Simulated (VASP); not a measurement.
Input of a VASP 6.6.1 run:

INCAR

```
SYSTEM = Cd
PREC = Accurate ; ENCUT = 500
EDIFF = 1E-6 ; ISMEAR = 0
SIGMA = 0.1 ; LREAL = .False.
LASPH = .True. ; NELM = 120
ALGO = Normal ; ISIF = 2
LWAVE = .False. ; LCHARG = .True.
GGA = RE ; LELF = .True.
LVHAR = .True. ; NBANDS = 12
GGA_COMPAT = .False.
```

Contents of KPOINTS:

```
Automatic mesh
0
Gamma
  10 10 10
  0 0 0
```

The input POSCAR:

```
Cd
1.0
    0.0000000000      2.2181497500      2.2181497500
    2.2181497500      0.0000000000      2.2181497500
    2.2181497500      2.2181497500      0.0000000000
Cd
1
Direct
    0.0000000000      0.0000000000      0.0000000000
```

Potentials or basis: VASP PAW PBE potentials, release 64 (Cd).

The run is started by

```console
$ cat potpaw_PBE.64/Cd/POTCAR > POTCAR
$ mpirun -np 1 vasp_std > vasp.out
```

(1) What does it give for the band gap on the k mesh?

(2) Predict the pressure.

## Answers

(1) zero (bands 6 and 7 overlap by 2.45 eV).

(2) 4.5 GPa.

Caveat: the cell stands under pressure; the PAW data sets were made with another functional, which shifts forces and pressure a little.
